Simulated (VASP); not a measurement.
# Ga6N7 (a cell with a defect) in VASP: single point with PBE

Aim: the single point of Ga6N7 (a cell with a defect) with PBE.

Everything below comes from runs of VASP 6.6.1. Logs are shortened: lines on timing, memory, paths and dates and some standing lists are left out, and cuts for length are marked.

### Step 1. The cell of the first run

The cell holds a defect, 13 atoms: a = 5.243 Å, b = 5.574 Å, c = 5.574 Å, α = 120.00°, β = 90.00°, γ = 90.00°.

### Step 2. Single point, PBE, collinear spin, ferromagnetic start

INCAR

```
ALGO = Normal
EDIFF = 1E-6
ENCUT = 520
GGA = PE
ISIF = 2
ISMEAR = 0
ISPIN = 2
LASPH = True
LCHARG = False
LORBIT = 11
LREAL = False
LWAVE = False
MAGMOM = 0 0 0 0 0 0 0.17 0.17 0.17 0.19 0.19 0.19 1.59
NBANDS = 72
NELM = 150
PREC = Accurate
SIGMA = 0.02
```

KPOINTS

```
k-points
0
Gamma
  3 3 3
```

POSCAR

```
Ga6N7
1.0
    0.0000000000      0.0000000000      5.2431684095
    4.8275562239     -2.7871908853      0.0000000000
   -0.0000000001      5.5743817708      0.0000000000
Ga N
6 7
Direct
    0.5114094743      0.3309171195      0.3224487043
    0.4840618881      0.0095771024      0.6605848619
    0.5017380321      0.6674381096      0.9932547937
    1.0057676176      0.0036038938      0.3328429620
    1.0247696775      0.6404281704      0.6986666359
    1.0095554036      0.3407697236      1.0409727045
    0.8801077211      0.3525993113      0.3736960747
    0.8484097119      0.0546833611      0.6796979686
    0.8667997373      0.6442155939      1.0403626931
    0.3760537229      0.0017930397      0.3224523576
    0.3817693508      0.6649066010      0.6544621032
    0.3706764399      0.3333500275      0.9966269600
   -0.1715855623     -0.0442519963     -0.1160809911
```

Potentials or basis: VASP PAW PBE potentials, release 64 (Ga_d, N).

Run with:

```sh
> cat potpaw_PBE.64/Ga_d/POTCAR potpaw_PBE.64/N/POTCAR > POTCAR
> mpirun -np 1 vasp_std > vasp.out
```

OUTCAR:

```text
EDIFF = 1E-6
   ENCUT = 520
   GGA = PE
   ISIF = 2
   ISMEAR = 0
   ISPIN = 2
   LASPH = True
   LORBIT = 11
   LREAL = False
   NELM = 150
   PREC = Accurate

 ion  position               nearest neighbor table
   1  0.511  0.331  0.322-   7 1.95  12 1.97  10 1.97  11 1.98
   2  0.484  0.010  0.661-   8 1.92  12 1.93  10 1.95  11 1.98  13 2.30
   3  0.502  0.667  0.993-   9 1.95  10 1.96  11 1.98  12 1.99
   4  0.006  0.004  0.333-  10 1.94   7 1.96   9 1.98   8 1.99
   5  0.025  0.640  0.699-  13 1.84   7 1.88  11 1.90   9 2.07
   6  0.010  0.341  0.041-   9 1.85  12 1.91   7 1.94   8 2.03  13 2.10
   7  0.880  0.353  0.374-   5 1.88   6 1.94   1 1.95   4 1.96
   8  0.848  0.055  0.680-  13 1.50   2 1.92   4 1.99   6 2.03
   9  0.867  0.644  0.040-   6 1.85   3 1.95   4 1.98   5 2.07
  10  0.376  0.002  0.322-   4 1.94   2 1.95   3 1.96   1 1.97
  11  0.382  0.665  0.654-   5 1.90   1 1.98   2 1.98   3 1.98
  12  0.371  0.333  0.997-   6 1.91   2 1.93   1 1.97   3 1.99
  13  0.828  0.956  0.884-   8 1.50   5 1.84   6 2.10   2 2.30

  LATTYP: Found a hexagonal cell.
 ALAT       =     5.5743817707
 C/A-ratio  =     0.9405829427

  Lattice vectors:

 A1 = (   4.8275562239,  -2.7871908853,   0.0000000000)
 A2 = (  -0.0000000001,   5.5743817708,   0.0000000000)
 A3 = (   0.0000000000,   0.0000000000,   5.2431684095)

Analysis of symmetry for initial positions (statically):
=====================================================================
 Subroutine PRICEL returns:
 Original cell was already a primitive cell.

 Routine SETGRP: Setting up the symmetry group for a
 hexagonal supercell.

 Subroutine GETGRP returns: Found  1 space group operations
 (whereof  1 operations were pure point group operations)
 out of a pool of 24 trial point group operations.

The static configuration has the point symmetry C_1 .

Analysis of symmetry for dynamics (positions and initial velocities):
=====================================================================
 Subroutine PRICEL returns:
 Original cell was already a primitive cell.

 Routine SETGRP: Setting up the symmetry group for a
 hexagonal supercell.

 Subroutine GETGRP returns: Found  1 space group operations
 (whereof  1 operations were pure point group operations)
 out of a pool of 24 trial point group operations.

The dynamic configuration has the point symmetry C_1 .

Analysis of structural, dynamic, and magnetic symmetry:
=====================================================================
 Subroutine PRICEL returns:
 Original cell was already a primitive cell.

 Routine SETGRP: Setting up the symmetry group for a
 hexagonal supercell.

 Subroutine GETGRP returns: Found  1 space group operations
 (whereof  1 operations were pure point group operations)
 out of a pool of 24 trial point group operations.

The overall configuration has the point symmetry C_1 .

 Subroutine INISYM returns: Found  1 space group operations
 (whereof  1 operations are pure point group operations),
 and found     1 'primitive' translations

----------------------------------------------------------------------------------------

                                     Primitive cell

  volume of cell :     141.0970

  direct lattice vectors                    reciprocal lattice vectors
     0.000000000  0.000000000  5.243168409     0.000000000  0.000000000  0.190724372
     4.827556224 -2.787190885  0.000000000     0.207144144  0.000000000  0.000000000
    -0.000000000  5.574381771  0.000000000     0.103572072  0.179392091  0.000000000

  length of vectors
     5.243168409  5.574381771  5.574381771     0.190724372  0.207144144  0.207144144

  position of ions in fractional coordinates (direct lattice)
     0.511409474  0.330917120  0.322448704
     0.484061888  0.009577102  0.660584862
     0.501738032  0.667438110  0.993254794
     0.005767618  0.003603894  0.332842962
[... 82 lines left out ...]
   LSORBIT =      F    spin-orbit coupling
   LASPH  =      T    aspherical Exc in radial PAW
   ENCUT  =  520.0 eV  38.22 Ry    6.18 a.u.   9.75 10.36 10.36*2*pi/ulx,y,z
   NELM   =    150;   NELMIN=  2; NELMDL= -5     # of ELM steps
   EDIFF  = 0.1E-05   stopping-criterion for ELM
   LREAL  =      F    real-space projection
   EDIFFG = 0.1E-04   stopping-criterion for IOM
   NSW    =      0    number of steps for IOM
   IBRION =     -1    ionic relax: 0-MD 1-quasi-New 2-CG
   NFREE  =      0    steps in history (QN), initial steepest desc. (CG)
   ISIF   =      2    stress and relaxation
   ISYM   =      2    0-nonsym 1-usesym 2-fastsym
   POTIM  = 0.5000    time-step for ionic-motion
   TEBEG  =    0.0;   TEEND  =   0.0 temperature during run
   PSTRESS=    0.0 pullay stress
   NELECT =     113.0000    total number of electrons
   NUPDOWN=      -1.0000    fix difference up-down
   EMIN   =  10.00;   EMAX   =-10.00  energy-range for DOS
   EFERMI =   0.00;   METHOD = LEGACY
   ISMEAR =     0;   SIGMA  =   0.02  broadening in eV -4-tet -1-fermi 0-gaus
   EFERMI_NEDOS =   21; number of points for ismear=-14 and -15
   IALGO  =     38    algorithm
   IMIX   =      4    mixing-type and parameters
     AMIX     =   0.40;   BMIX     =  1.00
     AMIX_MAG =   1.60;   BMIX_MAG =  1.00
  volume/ion in A,a.u.               =      10.85        73.24
  Fermi-wavevector in a.u.,A,eV,Ry     =   1.520297  2.872944 31.447175  2.311302
  Thomas-Fermi vector in A             =   2.629166
   LORBIT       =     11    0 simple, 1 ext, 2 COOP (PROOUT), +10 PAW based schemes
   GGA     = PE    functional components
   LHFCALC =     F    Hartree Fock is set to
   AEXX    =    0.0000 exact exchange contribution
   IVDW    =     0    specifies the selected vdW correction
   LEPSILON=     F    determine dielectric tensor
   LRPA    =     F    only Hartree local field effects (RPA)
 spin polarized calculation
 Gauss-broadening in eV      SIGMA  =   0.02
  energy-cutoff  :      520.00
  volume of cell :      141.10
 maximum number of plane-waves:      3817
 NGX is ok and might be reduce to    40
   NGX = 19   NGY = 21   NGZ = 21

 number of electron     112.9999996 magnetization       0.8518954

 Free energy of the ion-electron system (eV)
  ---------------------------------------------------
  ext. energy  EPLUGINS =         0.00000000
  ---------------------------------------------------
  free energy    TOTEN  =       -75.50782092 eV

  energy without entropy =      -75.50732622  energy(sigma->0) =      -75.50757357

 E-fermi :   6.4502     XC(G=0): -11.8339

 val. band max:        6.3464452929   @ k =   0.0000  -0.3333   0.3333
 cond. band min:       6.4516096590   @ k =   0.3333   0.0000   0.0000
 fundamental gap:      0.1051643661
 Fermi energy:         6.4501890310

 spin component 1

 k-point     1 :       0.0000    0.0000    0.0000
  band No.  band energies     occupation
      1     -12.9316      1.00000
      2     -10.2170      1.00000
      3      -9.6486      1.00000
      4      -9.4916      1.00000
      5      -9.4809      1.00000
      6      -9.4034      1.00000
[... 983 lines left out ...]
     67      13.2651      0.00000
     68      13.5809      0.00000
 Fermi energy:         6.4501890310

 spin component 2

 k-point     1 :       0.0000    0.0000    0.0000
  band No.  band energies     occupation
      1     -12.6116      1.00000
      2     -10.1740      1.00000
      3      -9.6082      1.00000
      4      -9.4841      1.00000
      5      -9.4710      1.00000
      6      -9.3467      1.00000
[... 983 lines left out ...]
     67      13.3344      0.00000
     68      13.6703      0.00000
 [bands above 68 left out]

------------------------ aborting loop because EDIFF is reached ----------------------------------------

  FORCE on cell =-STRESS in cart. coord.  units (eV):
  Direction    XX          YY          ZZ          XY          YZ          ZX
  --------------------------------------------------------------------------------------
  -------------------------------------------------------------------------------------
  Total       12.9370729      9.2698666      9.1341474     -2.0535428      3.7272090     -2.2494964
  in kB      146.9023530    105.2606898    103.7195776    -23.3182783     42.3230027    -25.5433598
  external PRESSURE =     118.6275401 kB  Pullay stress =       0.0000000 kB

 VOLUME and BASIS-vectors are now :
 -----------------------------------------------------------------------------
  energy-cutoff  :      520.00
  volume of cell :      141.10
      direct lattice vectors                 reciprocal lattice vectors
     0.000000000  0.000000000  5.243168409     0.000000000  0.000000000  0.190724372
     4.827556224 -2.787190885  0.000000000     0.207144144  0.000000000  0.000000000
    -0.000000000  5.574381771  0.000000000     0.103572072  0.179392091  0.000000000

 POSITION                                       TOTAL-FORCE (eV/Angst)
 -----------------------------------------------------------------------------------
      1.59752      0.87512      2.68141        -0.021640      0.146955     -0.060494
      0.04623      3.65566      2.53802         0.010385      0.022853     -0.647852
      3.22209      3.67650      2.63070         0.054168      0.155624      0.419623
      0.01740      1.84535      0.03024        -0.628609     -0.032058     -0.274792
      3.09170      2.10964      0.12987        -0.708584      0.957928      0.031201
      1.64509     -0.72139      0.05010         0.348346      0.447741      0.112409
      1.70219      1.10036      4.61455        -0.301508      0.382078     -0.051060
      0.26399      3.63648      4.44835        -0.045698     -0.168838     -0.660047
      3.10999     -1.57055      4.54478         0.343386      0.377637      0.485437
      0.00866      1.79248      1.97171        -0.049751     -0.075061     -0.211149
      3.20987      1.79500      2.00168        -0.101301      0.232942      0.052452
      1.60927      4.62647      1.94352         0.153626      0.130112      0.071698
      4.61393      2.26345      4.34352         0.947179     -2.577913      0.732575
 -----------------------------------------------------------------------------------
    total drift:                               -0.001423     -0.000082     -0.000591

  FREE ENERGIE OF THE ION-ELECTRON SYSTEM (eV)
  ---------------------------------------------------
  free  energy   TOTEN  =       -75.5078209171 eV

  energy  without entropy=      -75.5073262192  energy(sigma->0) =      -75.50757357

 total charge

# of ion       s       p       d       tot
------------------------------------------
    1        0.778   0.857  10.169  11.804
    2        0.777   0.884  10.201  11.863
    3        0.775   0.847  10.168  11.790
    4        0.788   0.848  10.167  11.803
    5        0.823   0.955  10.211  11.990
    6        0.789   0.946  10.233  11.968
    7        1.236   2.528   0.000   3.764
    8        1.248   2.485   0.000   3.734
    9        1.241   2.507   0.000   3.748
   10        1.226   2.513   0.000   3.739
   11        1.227   2.504   0.000   3.732
   12        1.223   2.522   0.000   3.745
   13        1.312   2.391   0.000   3.703
--------------------------------------------------
tot         13.444  22.788  61.150  97.381

 magnetization (x)

# of ion       s       p       d       tot
------------------------------------------
    1       -0.000  -0.001   0.000  -0.001
    2        0.000   0.000   0.004   0.004
    3       -0.000  -0.001   0.001  -0.001
    4       -0.001   0.000   0.007   0.006
    5        0.001   0.011   0.013   0.025
    6       -0.005  -0.009   0.025   0.012
    7        0.006   0.050   0.000   0.056
    8        0.006   0.175   0.000   0.181
    9        0.004   0.058   0.000   0.063
   10        0.000   0.007   0.000   0.007
   11        0.000   0.009   0.000   0.009
   12       -0.000  -0.001   0.000  -0.001
   13        0.008   0.283   0.000   0.292
--------------------------------------------------
tot          0.019   0.583   0.051   0.653
```

Run time: 13 min. Hardware: 1 thread of Intel Xeon 8259CL, shared host; peak memory 0.41 GiB.

What came out:

```yaml
Free_energy: -75.5078 eV
Pressure: 11.9 GPa
Largest_force: 2.842 eV/Å
Net_moment: 0.85 μB per cell
Site_moments: Ga -0.00, +0.00, +0.01, +0.03 (each value once); N +0.06, +0.18, +0.01, -0.00, +0.29 (each value once) μB
Valence_electrons_inside_the_program's_atomic_spheres: Ga 11.80, 11.86, 11.79, 11.99, 11.97 (each value once); N 3.76, 3.73, 3.75, 3.74, 3.70 (each value once)
```

Forces in eV/Å, atoms in the order of the input:
```
Ga  -0.022  0.147 -0.060
Ga   0.010  0.023 -0.648
Ga   0.054  0.156  0.420
Ga  -0.629 -0.032 -0.275
Ga  -0.709  0.958  0.031
Ga   0.348  0.448  0.112
N   -0.302  0.382 -0.051
N   -0.046 -0.169 -0.660
N    0.343  0.378  0.485
N   -0.050 -0.075 -0.211
N   -0.101  0.233  0.052
N    0.154  0.130  0.072
N    0.947 -2.578  0.733
```

Levels at points of the mesh, in eV from the Fermi level:
Spin up:
| k point | band 53 | band 54 | band 55 | band 56 | band 57 | band 58 | band 59 | band 60 | band 61 | band 62 |
| --- | --- | --- | --- | --- | --- | --- | --- | --- | --- | --- |
| (0.00, 0.00, 0.00) | -1.62 | -1.42 | -1.18 | -0.73 | 0.02 | 1.13 | 3.70 | 4.09 | 5.37 | 5.87 |
Spin down:
```
           k point  band 54  band 55  band 56  band 57  band 58  band 59
(0.00, 0.00, 0.00)    -1.35    -1.09    -0.55     0.82     1.22     3.72
```

Caveat: the k points lie up to 0.43 Å⁻¹ apart; a moment this small can come from the mesh or the smearing.
